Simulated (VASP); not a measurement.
A run of VASP 6.6.1 is set up as follows.

File INCAR:

```
PREC = Accurate
ENCUT = 520
EDIFF = 1E-6
ISMEAR = 0
SIGMA = 0.1
LREAL = F
LASPH = T
NELM = 80
ALGO = Normal
ISIF = 2
LWAVE = F
LCHARG = F
LDIPOL = T
IDIPOL = 3
DIPOL = 0.5 0.5 0.329
GGA = PE
NBANDS = 87
```

Contents of KPOINTS:

```
regular mesh
0
Gamma
  6 6 1
```

File POSCAR:

```
Ti12S
1.0
    5.8150893850      0.0000000000      0.0000000000
   -2.9075446925      5.0360151327      0.0000000000
    0.0000000000      0.0000000000     19.9935258820
Ti S
12 1
Direct
    0.3333333333      0.1666666667      0.2000647621
    0.3333333333      0.6666666667      0.2000647621
    0.8333333333      0.1666666667      0.2000647621
    0.8333333333      0.6666666667      0.2000647621
    0.1666666667      0.3333333333      0.3124429305
    0.1666666667      0.8333333333      0.3124429305
    0.6666666667      0.3333333333      0.3124429305
    0.6666666667      0.8333333333      0.3124429305
    0.0000000000      0.0000000000      0.4248138088
    0.0000000000      0.5000000000      0.4248138088
    0.5000000000      0.0000000000      0.4248138088
    0.5000000000      0.5000000000      0.4248138088
    0.0000000000      0.0000000000      0.5328195736
```

Potentials or basis: VASP PAW PBE potentials, release 64 (Ti_sv, S).

Command:

```console
$ cat potpaw_PBE.64/Ti_sv/POTCAR potpaw_PBE.64/S/POTCAR > POTCAR
$ mpirun -np 1 vasp_std > vasp.out
```

(1) Predict the largest force.

(2) What does it give for the band gap on the k mesh?

## Answers

(1) 0.531 eV/Å.

(2) zero (bands 75 and 76 overlap by 0.65 eV).
